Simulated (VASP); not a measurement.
# LiCl (F-43m) in VASP: a series of runs

The runs below take LiCl through single point, with r2SCAN, PBE.

Everything below comes from runs of VASP 6.6.1. Logs are shortened: lines on timing, memory, paths and dates and some standing lists are left out, and cuts for length are marked.

### Step 1. The cell of the first run

The structure is cubic, space group F-43m (No. 216). Conventional cell: a = 5.516 Å, b = 5.516 Å, c = 5.516 Å, α = 90.00°, β = 90.00°, γ = 90.00°. Within 3.2 Å of Li (site symmetry -43m) lie 4 Cl at 2.39 Å. Cl (site symmetry -43m) has 4 Li at 2.39 Å within 3.2 Å.

### Step 2. Single point, r2SCAN

POSCAR reads:

```
LiCl
1.0
    0.0000000000      2.7578175395      2.7578175395
    2.7578175395      0.0000000000      2.7578175395
    2.7578175395      2.7578175395      0.0000000000
Li Cl
1 1
Direct
    0.7500000000      0.7500000000      0.7500000000
    0.5000000000      0.5000000000      0.5000000000
```

INCAR.step1 reads:

```
SYSTEM = LiCl
ALGO = Normal
EDIFF = 1E-4
ENCUT = 520
GGA = PE
ISMEAR = 0
LASPH = .TRUE.
LCHARG = .FALSE.
LREAL = .FALSE.
LWAVE = .TRUE.
NBANDS = 12
NELM = 80
PREC = Accurate
SIGMA = 0.02
```

INCAR.step2 reads:

```
SYSTEM = LiCl
ALGO = Normal
EDIFF = 1E-6
ENCUT = 520
ISIF = 2
ISMEAR = 0
ISTART = 1
LASPH = .TRUE.
LCHARG = .FALSE.
LMIXTAU = .TRUE.
LREAL = .FALSE.
LWAVE = .FALSE.
METAGGA = R2SCAN
NBANDS = 12
NELM = 80
PREC = Accurate
SIGMA = 0.02
```

KPOINTS reads:

```
k-points
0
G
  8 8 8
  0 0 0
```

Potentials or basis: VASP PAW PBE potentials, release 64 (Li_sv, Cl).

Command:

```console
> cat potpaw_PBE.64/Li_sv/POTCAR potpaw_PBE.64/Cl/POTCAR > POTCAR
> cp INCAR.step1 INCAR
> mpirun -np 1 vasp_std > vasp.out
> cp INCAR.step2 INCAR
> mpirun -np 1 vasp_std > vasp.out
```

OUTCAR:

```text
SYSTEM = LiCl
   EDIFF = 1E-6
   ENCUT = 520
   ISIF = 2
   ISMEAR = 0
   ISTART = 1
   LASPH = .TRUE.
   LREAL = .FALSE.
   METAGGA = R2SCAN
   NELM = 80
   PREC = Accurate

 ion  position               nearest neighbor table
   1  0.750  0.750  0.750-   2 2.39   2 2.39   2 2.39   2 2.39
   2  0.500  0.500  0.500-   1 2.39   1 2.39   1 2.39   1 2.39

  LATTYP: Found a face centered cubic cell.
 ALAT       =     5.5156350790

  Lattice vectors:

 A1 = (   0.0000000000,   2.7578175395,   2.7578175395)
 A2 = (   2.7578175395,   0.0000000000,   2.7578175395)
 A3 = (   2.7578175395,   2.7578175395,   0.0000000000)

Analysis of symmetry for initial positions (statically):
=====================================================================
 Subroutine PRICEL returns:
 Original cell was already a primitive cell.

 Routine SETGRP: Setting up the symmetry group for a
 face centered cubic supercell.

 Subroutine GETGRP returns: Found 24 space group operations
 (whereof 24 operations were pure point group operations)
 out of a pool of 48 trial point group operations.

The static configuration has the point symmetry T_d .

Analysis of symmetry for dynamics (positions and initial velocities):
=====================================================================
 Subroutine PRICEL returns:
 Original cell was already a primitive cell.

 Routine SETGRP: Setting up the symmetry group for a
 face centered cubic supercell.

 Subroutine GETGRP returns: Found 24 space group operations
 (whereof 24 operations were pure point group operations)
 out of a pool of 48 trial point group operations.

The dynamic configuration has the point symmetry T_d .

 Subroutine INISYM returns: Found 24 space group operations
 (whereof 24 operations are pure point group operations),
 and found     1 'primitive' translations

----------------------------------------------------------------------------------------

                                     Primitive cell

  volume of cell :      41.9495

  direct lattice vectors                    reciprocal lattice vectors
     0.000000000  2.757817539  2.757817539    -0.181302785  0.181302785  0.181302785
     2.757817539  0.000000000  2.757817539     0.181302785 -0.181302785  0.181302785
     2.757817539  2.757817539  0.000000000     0.181302785  0.181302785 -0.181302785

  length of vectors
     3.900142967  3.900142967  3.900142967     0.314025635  0.314025635  0.314025635

  position of ions in fractional coordinates (direct lattice)
     0.750000000  0.750000000  0.750000000
     0.500000000  0.500000000  0.500000000

  ion indices of the primitive-cell ions
   primitive index   ion index
                 1           1
                 2           2

----------------------------------------------------------------------------------------

 KPOINTS: k-points

Automatic generation of k-mesh.
 Grid dimensions read from file:
 generate k-points for:    8    8    8

 Generating k-lattice:

  Cartesian coordinates                     Fractional coordinates (reciprocal lattice)
    -0.022662848  0.022662848  0.022662848     0.125000000  0.000000000  0.000000000
     0.022662848 -0.022662848  0.022662848     0.000000000  0.125000000  0.000000000
     0.022662848  0.022662848 -0.022662848     0.000000000  0.000000000  0.125000000

  Length of vectors
     0.039253204  0.039253204  0.039253204

  Shift w.r.t. Gamma in fractional coordinates (k-lattice)
     0.000000000  0.000000000  0.000000000

 Subroutine IBZKPT returns following result:
 ===========================================

 Found     29 irreducible k-points:

 Following reciprocal coordinates:
            Coordinates               Weight
  0.000000  0.000000  0.000000      1.000000
  0.125000  0.000000  0.000000      8.000000
  0.250000  0.000000  0.000000      8.000000
  0.375000  0.000000  0.000000      8.000000
  0.500000  0.000000  0.000000      4.000000
  0.125000  0.125000  0.000000      6.000000
[... 16 lines left out ...]
  0.500000  0.250000  0.125000     48.000000
 -0.375000  0.250000  0.125000     24.000000
 [... further k-points ...]
   k-points           NKPTS =     29   k-points in BZ     NKDIM =     29   number of bands    NBANDS=     12
   number of dos      NEDOS =    301   number of ions     NIONS =      2
   total plane-waves  NPLWV =  27000
   dimension x,y,z NGX =    30 NGY =   30 NGZ =   30
   dimension x,y,z NGXF=    60 NGYF=   60 NGZF=   60
   ions per type =               1   1
   NGX,Y,Z   is equivalent  to a cutoff of  12.79, 12.79, 12.79 a.u.
   NGXF,Y,Z  is equivalent  to a cutoff of  25.58, 25.58, 25.58 a.u.
 SYSTEM =  LiCl
   PREC   = accura    normal or accurate (medium, high low for compatibility)
   ISTART =      1    job   : 0-new  1-cont  2-samecut
   ICHARG =      0    charge: 1-file 2-atom 10-const
   ISPIN  =      1    spin polarized calculation?
   LNONCOLLINEAR =      F non collinear calculations
   LSORBIT =      F    spin-orbit coupling
   LASPH  =      T    aspherical Exc in radial PAW
   ENCUT  =  520.0 eV  38.22 Ry    6.18 a.u.   7.25  7.25  7.25*2*pi/ulx,y,z
   NELM   =     80;   NELMIN=  2; NELMDL=  0     # of ELM steps
   EDIFF  = 0.1E-05   stopping-criterion for ELM
   LREAL  =      F    real-space projection
   EDIFFG = 0.1E-04   stopping-criterion for IOM
   NSW    =      0    number of steps for IOM
   IBRION =     -1    ionic relax: 0-MD 1-quasi-New 2-CG
   NFREE  =      0    steps in history (QN), initial steepest desc. (CG)
   ISIF   =      2    stress and relaxation
   ISYM   =      2    0-nonsym 1-usesym 2-fastsym
   POTIM  = 0.5000    time-step for ionic-motion
   TEBEG  =    0.0;   TEEND  =   0.0 temperature during run
   PSTRESS=    0.0 pullay stress
   NELECT =      10.0000    total number of electrons
   NUPDOWN=      -1.0000    fix difference up-down
   EMIN   =  10.00;   EMAX   =-10.00  energy-range for DOS
   EFERMI =   0.00;   METHOD = LEGACY
   ISMEAR =     0;   SIGMA  =   0.02  broadening in eV -4-tet -1-fermi 0-gaus
   EFERMI_NEDOS =   21; number of points for ismear=-14 and -15
   IALGO  =     38    algorithm
   IMIX   =      4    mixing-type and parameters
     AMIX     =   0.40;   BMIX     =  1.00
     AMIX_MAG =   1.60;   BMIX_MAG =  1.00
  volume/ion in A,a.u.               =      20.97       141.54
  Fermi-wavevector in a.u.,A,eV,Ry     =   1.015078  1.918219 14.019209  1.030383
  Thomas-Fermi vector in A             =   2.148343
   LORBIT       =      0    0 simple, 1 ext, 2 COOP (PROOUT), +10 PAW based schemes
   METAGGA = R2SCAN    functional components
   LHFCALC =     F    Hartree Fock is set to
   AEXX    =    0.0000 exact exchange contribution
   IVDW    =     0    specifies the selected vdW correction
   LEPSILON=     F    determine dielectric tensor
   LRPA    =     F    only Hartree local field effects (RPA)
 non-spin polarized calculation
 Gauss-broadening in eV      SIGMA  =   0.02
  energy-cutoff  :      520.00
  volume of cell :       41.95
 maximum number of plane-waves:      1158
 NGX is ok and might be reduce to    30

 number of electron      10.0000008 magnetization

 Free energy of the ion-electron system (eV)
  ---------------------------------------------------
  ext. energy  EPLUGINS =         0.00000000
  ---------------------------------------------------
  free energy    TOTEN  =       -12.57424409 eV

  energy without entropy =      -12.57424409  energy(sigma->0) =      -12.57424409

 E-fermi :  -1.6140     XC(G=0):  -8.0438

 val. band max:       -1.7131293284   @ k =   0.0000   0.0000   0.0000
 cond. band min:       4.9558517681   @ k =   0.0000   0.0000   0.0000
 fundamental gap:      6.6689810966
 Fermi energy:        -1.6140454779

 k-point     1 :       0.0000    0.0000    0.0000
  band No.  band energies     occupation
      1     -45.9058      2.00000
      2     -14.9510      2.00000
      3      -1.7131      2.00000
      4      -1.7131      2.00000
      5      -1.7131      2.00000
      6       4.9559      0.00000
      7       9.3038      0.00000
      8       9.3038      0.00000
      9       9.3040      0.00000
     10      13.5266      0.00000
     11      13.5266      0.00000
     12      16.7986      0.00000

 k-point     2 :       0.1250    0.0000    0.0000
  band No.  band energies     occupation
      1     -45.9056      2.00000
      2     -14.9121      2.00000
      3      -2.0647      2.00000
      4      -1.7570      2.00000
      5      -1.7570      2.00000
      6       5.3564      0.00000
      7       9.3996      0.00000
      8       9.4788      0.00000
      9       9.4790      0.00000
     10      13.0097      0.00000
     11      13.0097      0.00000
     12      15.6960      0.00000

 k-point     3 :       0.2500    0.0000    0.0000
  band No.  band energies     occupation
      1     -45.9051      2.00000
      2     -14.8149      2.00000
      3      -2.7989      2.00000
      4      -1.8587      2.00000
      5      -1.8587      2.00000
      6       6.2366      0.00000
      7       9.5479      0.00000
      8       9.6704      0.00000
      9       9.6705      0.00000
     10      12.8510      0.00000
     11      12.8510      0.00000
     12      15.1541      0.00000
[... 286 lines left out ...]
 k-point    23 :       0.5000    0.2500    0.1250
  band No.  band energies     occupation
      1     -45.9043      2.00000
      2     -14.6597      2.00000
      3      -3.2802      2.00000
      4      -2.4461      2.00000
      5      -2.1269      2.00000
      6       7.2890      0.00000
      7       8.6060      0.00000
      8      10.2553      0.00000
      9      10.6318      0.00000
     10      12.6030      0.00000
     11      15.2844      0.00000
     12      15.9701      0.00000

 k-point    24 :      -0.3750    0.2500    0.1250
  band No.  band energies     occupation
      1     -45.9042      2.00000
      2     -14.6247      2.00000
      3      -3.4366      2.00000
      4      -2.4825      2.00000
      5      -2.2041      2.00000
      6       7.6684      0.00000
      7       8.2879      0.00000
      8      10.5146      0.00000
      9      10.8018      0.00000
     10      12.9680      0.00000
     11      14.9737      0.00000
     12      15.8302      0.00000

 [... further k-points ...]
[... 5 lines left out ...]
  --------------------------------------------------------------------------------------
  -------------------------------------------------------------------------------------
  Total       -0.2599154     -0.2599154     -0.2599154      0.0000000      0.0000000      0.0000000
  in kB       -9.9269541     -9.9269541     -9.9269541      0.0000000      0.0000000      0.0000000
  external PRESSURE =      -9.9269541 kB  Pullay stress =       0.0000000 kB

 VOLUME and BASIS-vectors are now :
 -----------------------------------------------------------------------------
  energy-cutoff  :      520.00
  volume of cell :       41.95
      direct lattice vectors                 reciprocal lattice vectors
     0.000000000  2.757817539  2.757817539    -0.181302785  0.181302785  0.181302785
     2.757817539  0.000000000  2.757817539     0.181302785 -0.181302785  0.181302785
     2.757817539  2.757817539  0.000000000     0.181302785  0.181302785 -0.181302785

 POSITION                                       TOTAL-FORCE (eV/Angst)
 -----------------------------------------------------------------------------------
      4.13673      4.13673      4.13673        -0.000000     -0.000000      0.000000
      2.75782      2.75782      2.75782         0.000000      0.000000     -0.000000
 -----------------------------------------------------------------------------------
    total drift:                               -0.000000     -0.000000     -0.000000

  FREE ENERGIE OF THE ION-ELECTRON SYSTEM (eV)
  ---------------------------------------------------
  free  energy   TOTEN  =       -12.5742440891 eV

  energy  without entropy=      -12.5742440891  energy(sigma->0) =      -12.57424409
```

Run time: 74 s. Hardware: 1 thread of Intel Xeon 8259CL, shared host; peak memory 0.17 GiB.

What came out:

* Free energy: -12.5742 eV
* Band gap on the k mesh: 6.67 eV

Caveat: the cutoff is under 1.25 times the usual one of these potentials, so pressure, stress and relaxed cells hold a basis-set (Pulay) error; the PAW data sets were made with another functional, which shifts forces and pressure a little. A k mesh can miss the band edges.

### Step 3. Single point, PBE

This run uses another cell than the first one: it holds 4 atoms, not 2.

INCAR reads:

```
PREC     = Accurate       # precision mode
ENCUT    = 520            # plane-wave cutoff, eV
EDIFF    = 1E-6           # SCF threshold, eV
ISMEAR   = 0              # smearing method
SIGMA    = 0.1            # smearing width, eV
LREAL    = F              # projectors in reciprocal space
LASPH    = T              # aspherical terms in the spheres
NELM     = 80             # most SCF steps
ALGO     = Normal         # electronic algorithm
ISIF     = 2              # what is computed and relaxed
LWAVE    = F              # write WAVECAR
LCHARG   = F              # write CHGCAR
GGA      = PE             # functional
NBANDS   = 18             # bands
```

KPOINTS reads:

```
Automatic mesh
0
Gamma
  6 6 6
```

POSCAR reads:

```
LiCl
1.0
   -2.7578175395      0.0000000000     -2.7578175395
   -2.7578175395     -2.7578175395      0.0000000000
   -5.5156350791      2.7578175395      2.7578175395
Li Cl
2 2
Direct
    0.8750000000      0.8750000000      0.3750000000
    0.3750000000      0.3750000000      0.8750000000
    0.2500000000      0.2500000000      0.2500000000
    0.7500000000      0.7500000000      0.7500000000
```

Potentials or basis: VASP PAW PBE potentials, release 64 (Li_sv, Cl).

Command:

```console
> cat potpaw_PBE.64/Li_sv/POTCAR potpaw_PBE.64/Cl/POTCAR > POTCAR
> mpirun -np 1 vasp_std > vasp.out
```

Run time: 52 s. Hardware: 1 thread of Intel Xeon 8259CL, shared host; peak memory 0.2 GiB.

Results (log left out):

* Free energy: -14.8552 eV
* Band gap on the k mesh: 5.96 eV

Levels at points of the mesh, in eV from the valence-band top:
```tsv
k point	band 7	band 8	band 9	band 10	band 11	band 12	band 13	band 14
(0.00, 0.00, 0.00)	-0.28	0.00	0.00	0.00	5.96	8.30	10.14	10.14
(0.50, 0.00, 0.00)	-0.80	-0.80	-0.56	-0.56	7.90	7.90	9.98	9.98
(0.50, 0.50, 0.00)	-0.80	-0.80	-0.28	-0.28	6.65	8.30	9.63	10.31
(0.00, 0.00, 0.50)	-0.15	-0.15	-0.15	-0.15	7.22	7.22	10.40	10.40
```

Caveat: the cutoff is under 1.25 times the usual one of these potentials, so pressure, stress and relaxed cells hold a basis-set (Pulay) error. A k mesh can miss the band edges.
